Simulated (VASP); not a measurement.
# Te2Mo (P6_3/mmc) in VASP: further runs

The runs below take Te2Mo through relaxation of cell and atoms, single point, with PBE+D3(BJ), r2SCAN+rVV10.

Program: VASP 6.6.1. These are calculated values, not measurements. Logs are shortened: lines on timing, memory, paths and dates and some standing lists are left out, and cuts for length are marked.

### 1 The cell of the first run

It takes space group P6_3/mmc (No. 194, hexagonal). The conventional cell has a = 3.961 Å, b = 3.961 Å, c = 13.800 Å, α = 90.00°, β = 90.00°, γ = 120.00°. Mo (site symmetry -6m2) has 6 Te at 2.99 Å and 6 Mo at 3.96 Å within 4.0 Å. Te (site symmetry 3m) has 3 Mo at 2.99 Å and 10 Te at 3.80 to 3.96 Å within 4.0 Å.

### 2 Relaxation of cell and atoms, PBE+D3(BJ)

The input, INCAR:

```
PREC = Accurate
ENCUT = 600
EDIFF = 1E-6
ISMEAR = -1
SIGMA = 0.02
LREAL = F
LASPH = T
NELM = 100
ALGO = Normal
ISIF = 3
LWAVE = F
LCHARG = F
GGA = PE
IVDW = 12
IBRION = 2
NSW = 80
EDIFFG = -0.005
```

The input, KPOINTS:

```
regular mesh
0
Gamma
  6 6 2
```

The input, POSCAR:

```
Te2Mo
1.0
    3.9606499400      0.0000000000      0.0000000000
   -1.9803249700      3.4300234635      0.0000000000
    0.0000000000      0.0000000000     13.8001825600
Mo Te
2 4
Direct
    0.3333333333      0.6666666667      0.2500000000
    0.6666666667      0.3333333333      0.7500000000
    0.6666666667      0.3333333333      0.3901101494
    0.6666666667      0.3333333333      0.1098898506
    0.3333333333      0.6666666667      0.8901101494
    0.3333333333      0.6666666667      0.6098898506
```

Potentials or basis: VASP PAW PBE potentials, release 64 (Mo_sv, Te).

Command:

```console
cat potpaw_PBE.64/Mo_sv/POTCAR potpaw_PBE.64/Te/POTCAR > POTCAR
mpirun -np 1 vasp_std > vasp.out
```

OUTCAR:

```text
PREC = Accurate
   ENCUT = 600
   EDIFF = 1E-6
   ISMEAR = -1
   LREAL = F
   LASPH = T
   NELM = 100
   ISIF = 3
   GGA = PE
   IVDW = 12
   IBRION = 2
   NSW = 80
   EDIFFG = -0.005
 IVDW          = 12

 ion  position               nearest neighbor table
   1  0.333  0.667  0.250-   3 2.99   4 2.99   3 2.99   4 2.99   3 2.99   4 2.99
   2  0.667  0.333  0.750-   5 2.99   6 2.99   5 2.99   6 2.99   5 2.99   6 2.99
   3  0.667  0.333  0.390-   1 2.99   1 2.99   1 2.99
   4  0.667  0.333  0.110-   1 2.99   1 2.99   1 2.99
   5  0.333  0.667  0.890-   2 2.99   2 2.99   2 2.99
   6  0.333  0.667  0.610-   2 2.99   2 2.99   2 2.99

  LATTYP: Found a hexagonal cell.
 ALAT       =     3.9606499400
 C/A-ratio  =     3.4843227170

  Lattice vectors:

 A1 = (   3.9606499400,   0.0000000000,   0.0000000000)
 A2 = (  -1.9803249700,   3.4300234635,   0.0000000000)
 A3 = (   0.0000000000,   0.0000000000,  13.8001825600)

Analysis of symmetry for initial positions (statically):
=====================================================================
 Subroutine PRICEL returns:
 Original cell was already a primitive cell.

 Routine SETGRP: Setting up the symmetry group for a
 hexagonal supercell.

 Subroutine GETGRP returns: Found 24 space group operations
 (whereof 12 operations were pure point group operations)
 out of a pool of 24 trial point group operations.

The static configuration has the point symmetry D_3d.
 The point group associated with its full space group is D_6h.

Analysis of symmetry for dynamics (positions and initial velocities):
=====================================================================
 Subroutine PRICEL returns:
 Original cell was already a primitive cell.

 Routine SETGRP: Setting up the symmetry group for a
 hexagonal supercell.

 Subroutine GETGRP returns: Found 24 space group operations
 (whereof 12 operations were pure point group operations)
 out of a pool of 24 trial point group operations.

The dynamic configuration has the point symmetry D_3d.
 The point group associated with its full space group is D_6h.

 Subroutine INISYM returns: Found 24 space group operations
 (whereof 12 operations are pure point group operations),
 and found     1 'primitive' translations

----------------------------------------------------------------------------------------

                                     Primitive cell

  volume of cell :     187.4772

  direct lattice vectors                    reciprocal lattice vectors
     3.960649940  0.000000000  0.000000000     0.252483813  0.145771598  0.000000000
    -1.980324970  3.430023463  0.000000000     0.000000000  0.291543195  0.000000000
     0.000000000  0.000000000 13.800182560     0.000000000  0.000000000  0.072462810

  length of vectors
     3.960649940  3.960649940 13.800182560     0.291543195  0.291543195  0.072462810

  position of ions in fractional coordinates (direct lattice)
     0.333333333  0.666666667  0.250000000
     0.666666667  0.333333333  0.750000000
     0.666666667  0.333333333  0.390110149
     0.666666667  0.333333333  0.109889851
     0.333333333  0.666666667  0.890110149
     0.333333333  0.666666667  0.609889851

  ion indices of the primitive-cell ions
   primitive index   ion index
                 1           1
                 2           2
                 3           3
                 4           4
                 5           5
                 6           6

----------------------------------------------------------------------------------------

 KPOINTS: regular mesh

Automatic generation of k-mesh.
 Grid dimensions read from file:
 generate k-points for:    6    6    2

 Generating k-lattice:

  Cartesian coordinates                     Fractional coordinates (reciprocal lattice)
     0.042080636  0.024295266  0.000000000     0.166666667 -0.000000000  0.000000000
     0.000000000  0.048590533  0.000000000     0.000000000  0.166666667  0.000000000
     0.000000000  0.000000000  0.036231405     0.000000000  0.000000000  0.500000000

  Length of vectors
     0.048590533  0.048590533  0.036231405

  Shift w.r.t. Gamma in fractional coordinates (k-lattice)
     0.000000000  0.000000000  0.000000000

 Subroutine IBZKPT returns following result:
 ===========================================

 Found     14 irreducible k-points:

 Following reciprocal coordinates:
            Coordinates               Weight
  0.000000  0.000000  0.000000      1.000000
  0.166667 -0.000000  0.000000      6.000000
  0.333333  0.000000  0.000000      6.000000
  0.500000  0.000000  0.000000      3.000000
  0.166667  0.166667  0.000000      6.000000
  0.333333  0.166667  0.000000     12.000000
  0.333333  0.333333  0.000000      2.000000
  0.000000  0.000000  0.500000      1.000000
  0.166667 -0.000000  0.500000      6.000000
  0.333333  0.000000  0.500000      6.000000
  0.500000  0.000000  0.500000      3.000000
  0.166667  0.166667  0.500000      6.000000
  0.333333  0.166667  0.500000     12.000000
  0.333333  0.333333  0.500000      2.000000
   k-points           NKPTS =     14   k-points in BZ     NKDIM =     14   number of bands    NBANDS=     31
   number of dos      NEDOS =    301   number of ions     NIONS =      6
   total plane-waves  NPLWV = 114688
   dimension x,y,z NGX =    32 NGY =   32 NGZ =  112
   dimension x,y,z NGXF=    64 NGYF=   64 NGZF=  224
   ions per type =               2   4
   NGX,Y,Z   is equivalent  to a cutoff of  13.43, 13.43, 13.49 a.u.
   NGXF,Y,Z  is equivalent  to a cutoff of  26.86, 26.86, 26.98 a.u.
 SYSTEM =  unknown system
   PREC   = accura    normal or accurate (medium, high low for compatibility)
   ISTART =      0    job   : 0-new  1-cont  2-samecut
   ICHARG =      2    charge: 1-file 2-atom 10-const
   ISPIN  =      1    spin polarized calculation?
   LNONCOLLINEAR =      F non collinear calculations
   LSORBIT =      F    spin-orbit coupling
   LASPH  =      T    aspherical Exc in radial PAW
   ENCUT  =  600.0 eV  44.10 Ry    6.64 a.u.   7.91  7.91 27.56*2*pi/ulx,y,z
   NELM   =    100;   NELMIN=  2; NELMDL= -5     # of ELM steps
   EDIFF  = 0.1E-05   stopping-criterion for ELM
   LREAL  =      F    real-space projection
   EDIFFG = -.5E-02   stopping-criterion for IOM
   NSW    =     80    number of steps for IOM
   IBRION =      2    ionic relax: 0-MD 1-quasi-New 2-CG
   NFREE  =      1    steps in history (QN), initial steepest desc. (CG)
   ISIF   =      3    stress and relaxation
   ISYM   =      2    0-nonsym 1-usesym 2-fastsym
   POTIM  = 0.5000    time-step for ionic-motion
   TEBEG  =    0.0;   TEEND  =   0.0 temperature during run
   PSTRESS=    0.0 pullay stress
   NELECT =      52.0000    total number of electrons
   NUPDOWN=      -1.0000    fix difference up-down
   EMIN   =  10.00;   EMAX   =-10.00  energy-range for DOS
   EFERMI =   0.00;   METHOD = LEGACY
   ISMEAR =    -1;   SIGMA  =   0.02  broadening in eV -4-tet -1-fermi 0-gaus
   EFERMI_NEDOS =   21; number of points for ismear=-14 and -15
   IALGO  =     38    algorithm
   IMIX   =      4    mixing-type and parameters
     AMIX     =   0.40;   BMIX     =  1.00
     AMIX_MAG =   1.60;   BMIX_MAG =  1.00
  volume/ion in A,a.u.               =      31.25       210.86
  Fermi-wavevector in a.u.,A,eV,Ry     =   1.067644  2.017555 15.508789  1.139864
  Thomas-Fermi vector in A             =   2.203267
   LORBIT       =      0    0 simple, 1 ext, 2 COOP (PROOUT), +10 PAW based schemes
   GGA     = PE    functional components
   LHFCALC =     F    Hartree Fock is set to
   AEXX    =    0.0000 exact exchange contribution
   IVDW    =    12    specifies the selected vdW correction
   LEPSILON=     F    determine dielectric tensor
   LRPA    =     F    only Hartree local field effects (RPA)
 conjugate gradient relaxation of ions
 non-spin polarized calculation
  energy-cutoff  :      600.00
  volume of cell :      187.48
 maximum number of plane-waves:      6288
 NGX is ok and might be reduce to    32
   NGX = 15   NGY = 15   NGZ = 55

--------------------------------------- Ionic step        1  -------------------------------------------

 number of electron      52.0000000 magnetization

 Free energy of the ion-electron system (eV)
  ---------------------------------------------------
  ext. energy  EPLUGINS =         0.00000000
  ---------------------------------------------------
  free energy    TOTEN  =       -33.33587803 eV

  energy without entropy =      -33.33438973  energy(sigma->0) =      -33.33513388

 E-fermi :   5.9828     XC(G=0):  -9.5098

 val. band max:        5.7066110394   @ k =   0.0000   0.0000   0.5000
 cond. band min:       5.9846019634   @ k =   0.0000   0.0000   0.0000
 fundamental gap:      0.2779909239
 Fermi energy:         5.9828270278

 k-point     1 :       0.0000    0.0000    0.0000
  band No.  band energies     occupation
      1     -55.6515      2.00000
      2     -55.6515      2.00000
      3     -29.6826      2.00000
      4     -29.6826      2.00000
      5     -29.6826      2.00000
      6     -29.6826      2.00000
[... 506 lines left out ...]
  energy  without entropy=      -36.2388852329  energy(sigma->0) =      -36.23962938

--------------------------------------- Ionic step        2  -------------------------------------------

 number of electron      52.0000000 magnetization

 E-fermi :  12.9355     XC(G=0): -11.7929

 val. band max:       12.6304320811   @ k =   0.3333   0.3333   0.5000
 cond. band min:      12.9493908490   @ k =   0.1667  -0.0000   0.0000
 fundamental gap:      0.3189587679
 Fermi energy:        12.9354798891

 k-point     1 :       0.0000    0.0000    0.0000
  band No.  band energies     occupation
      1     -48.4179      2.00000
      2     -48.4179      2.00000
      3     -22.7568      2.00000
      4     -22.7562      2.00000
      5     -22.6359      2.00000
      6     -22.6359      2.00000
[... 546 lines left out ...]
  FREE ENERGIE OF THE ION-ELECTRON SYSTEM (eV)
  ---------------------------------------------------
  free  energy   TOTEN  =       -38.8947330238 eV

  energy  without entropy=      -38.8916689602  energy(sigma->0) =      -38.89320099

[... ionic steps 4 to 22 ...]

--------------------------------------- Ionic step       23  -------------------------------------------

 number of electron      51.9999999 magnetization

------------------------ aborting loop because EDIFF is reached ----------------------------------------

 Edisp (eV)   -3.32772

 E8    (eV) :    -1.5333
[... 77 lines left out ...]
  energy  without entropy=      -39.2367020223  energy(sigma->0) =      -39.23670202

--------------------------------------- Ionic step       25  -------------------------------------------

 number of electron      51.9999999 magnetization

 Free energy of the ion-electron system (eV)
  ---------------------------------------------------
  ext. energy  EPLUGINS =         0.00000000
  ---------------------------------------------------
  free energy    TOTEN  =       -35.90866012 eV

  energy without entropy =      -35.90866012  energy(sigma->0) =      -35.90866012

 E-fermi :   8.9898     XC(G=0): -10.6494

 val. band max:        8.6538676268   @ k =   0.0000   0.0000   0.0000
 cond. band min:       9.3571701605   @ k =   0.1667   0.1667   0.0000
 fundamental gap:      0.7033025337
 Fermi energy:         8.9897850159

 k-point     1 :       0.0000    0.0000    0.0000
  band No.  band energies     occupation
      1     -52.2051      2.00000
      2     -52.2051      2.00000
      3     -26.3855      2.00000
      4     -26.3855      2.00000
      5     -26.2405      2.00000
      6     -26.2405      2.00000
[... 502 lines left out ...]
  FREE ENERGIE OF THE ION-ELECTRON SYSTEM (eV)
  ---------------------------------------------------
  free  energy   TOTEN  =       -39.2367058082 eV

  energy  without entropy=      -39.2367058069  energy(sigma->0) =      -39.23670581

 reached required accuracy - stopping structural energy minimisation
```

It took 37 min on 1 thread of AMD EPYC 7R13, shared host; peak memory 0.38 GiB.

What came out:

* Free energy: -39.2367 eV
* Relaxed volume: 24.14 Å³/atom
* Relaxed cell: a = 3.497 Å, b = 3.497 Å, c = 13.682 Å, α = 90.00°, β = 90.00°, γ = 120.00°
* Space group after relaxing (to 0.1 Å): P6_3/mmc (No. 194)
* Energy gained by relaxing: 499.4 meV/atom
* Ionic steps: 25
* Pressure after relaxing: 0.0 GPa
* Band gap on the k mesh: 0.70 eV (least direct gap 1.03 eV)
* Dispersion energy per atom: -0.555 eV

Forces on the atoms (eV/Å):
```
Mo   0.000  0.000  0.000
Mo   0.000  0.000  0.000
Te   0.000  0.000  0.002
Te   0.000  0.000 -0.002
Te   0.000  0.000  0.002
Te   0.000  0.000 -0.002
```

The path:
```tsv
step	energy change (eV)	largest force (eV/Å)	pressure (GPa)	volume (Å³)
1	0.0000	2.3015	-16.11	187.48
2	1.3338	5.7447	46.81	114.50
3	-2.6544	0.1615	-2.73	147.94
4	-2.6839	0.0862	-0.98	145.56
5	-2.6873	0.2035	-0.14	144.48
6	-2.9303	0.0408	0.51	141.57
7	-2.9619	0.1988	0.96	139.88
8	-2.9624	0.1840	0.89	140.04
9	-2.9732	0.3254	-0.68	142.58
10	-2.9732	0.3230	-0.67	142.53
11	-2.9818	0.2448	-0.51	142.98
12	-2.9933	0.0638	-0.13	144.02
13	-2.9824	0.2985	0.73	146.12
14	-2.9948	0.0377	0.09	144.58
15	-2.9948	0.0291	0.07	144.53
16	-2.9958	0.0049	-0.07	144.82
17	-2.9961	0.0196	-0.20	145.11
18	-2.9961	0.0165	-0.19	145.08
19	-2.9963	0.0151	0.09	144.79
20	-2.9963	0.0065	0.00	144.87
21	-2.9963	0.0059	0.00	144.87
22	-2.9963	0.0052	-0.10	144.97
23	-2.9963	0.0050	-0.01	144.88
24	-2.9963	0.0055	-0.01	144.88
25	-2.9963	0.0023	-0.01	144.87
```

Final structure:
```cif
data_structure
_symmetry_space_group_name_H-M 'P 1'
_symmetry_Int_Tables_number 1
_cell_length_a 3.4966
_cell_length_b 3.4966
_cell_length_c 13.6819
_cell_angle_alpha 90.000
_cell_angle_beta 90.000
_cell_angle_gamma 120.000
_cell_volume 144.87
loop_
_atom_site_label
_atom_site_type_symbol
_atom_site_fract_x
_atom_site_fract_y
_atom_site_fract_z
_atom_site_occupancy
Mo1 Mo 0.33333 0.66667 0.25000 1
Mo2 Mo 0.66667 0.33333 0.75000 1
Te1 Te 0.66667 0.33333 0.38286 1
Te2 Te 0.66667 0.33333 0.11714 1
Te3 Te 0.33333 0.66667 0.88286 1
Te4 Te 0.33333 0.66667 0.61714 1
```

Caveat: the volume moved by over 15 % at a fixed basis, so the end points are rough; semilocal functionals underestimate gaps, and a narrow one can read as zero; spin-orbit coupling is left out, which moves the levels of the heavy elements. A k mesh can miss the band edges.

(Continued in part 2 of 2.)
